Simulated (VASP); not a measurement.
A run of VASP 6.6.1:

The input POSCAR:

```
Si15P
1.0
    0.0000000000      5.4271200000      5.4271200000
    5.4271200000      0.0000000000      5.4271200000
    5.4271200000      5.4271200000      0.0000000000
Si P
15 1
Direct
    0.3750000000      0.3750000000      0.3750000000
    0.3750000000      0.3750000000      0.8750000000
    0.2500000000      0.2500000000      0.7500000000
    0.3750000000      0.8750000000      0.3750000000
    0.2500000000      0.7500000000      0.2500000000
    0.3750000000      0.8750000000      0.8750000000
    0.2500000000      0.7500000000      0.7500000000
    0.8750000000      0.3750000000      0.3750000000
    0.7500000000      0.2500000000      0.2500000000
    0.8750000000      0.3750000000      0.8750000000
    0.7500000000      0.2500000000      0.7500000000
    0.8750000000      0.8750000000      0.3750000000
    0.7500000000      0.7500000000      0.2500000000
    0.8750000000      0.8750000000      0.8750000000
    0.7500000000      0.7500000000      0.7500000000
    0.2500000000      0.2500000000      0.2500000000
```

INCAR.step1

```
PREC     = Accurate       # precision mode
ENCUT    = 440            # plane-wave cutoff, eV
ISMEAR   = 0              # smearing method
SIGMA    = 0.02           # smearing width, eV
LREAL    = F              # projectors in reciprocal space
LASPH    = T              # aspherical terms in the spheres
NELM     = 120            # most SCF steps
NBANDS   = 46             # bands
GGA      = PE             # functional
ALGO     = Normal         # electronic algorithm
EDIFF    = 1E-5           # SCF threshold, eV
LWAVE    = T              # write WAVECAR
LCHARG   = F              # write CHGCAR
GGA_COMPAT= F
```

The input INCAR.step2:

```
PREC     = Accurate       # precision mode
ENCUT    = 440            # plane-wave cutoff, eV
EDIFF    = 1E-6           # SCF threshold, eV
ISMEAR   = 0              # smearing method
SIGMA    = 0.02           # smearing width, eV
LREAL    = F              # projectors in reciprocal space
LASPH    = T              # aspherical terms in the spheres
NELM     = 120            # most SCF steps
ALGO     = Normal         # electronic algorithm
ISIF     = 2              # what is computed and relaxed
LWAVE    = F              # write WAVECAR
LCHARG   = T              # write CHGCAR
METAGGA  = R2SCAN         # meta-GGA
LMIXTAU  = T            
LELF     = T              # ELF
LVHAR    = T            
NBANDS   = 46             # bands
ISTART   = 1            
GGA_COMPAT= F
```

Contents of KPOINTS:

```
regular mesh
0
Gamma
  2 2 2
```

Potentials or basis: VASP PAW PBE potentials, release 64 (Si, P).

Launch:

```console
$ cat potpaw_PBE.64/Si/POTCAR potpaw_PBE.64/P/POTCAR > POTCAR
$ cp INCAR.step1 INCAR
$ mpirun -np 1 vasp_std > vasp.out
$ cp INCAR.step2 INCAR
$ mpirun -np 1 vasp_std > vasp.out
```

Hardware: 1 thread of Intel(R) Xeon(R) 6975P-C (Granite Rapids) (shared host).

Q: Estimate the wall time of this run.

A: Run time: 120 s on 1 thread of Intel(R) Xeon(R) 6975P-C (Granite Rapids), with other jobs on the host, peak memory 0.41 GiB. Counts: k points 3.
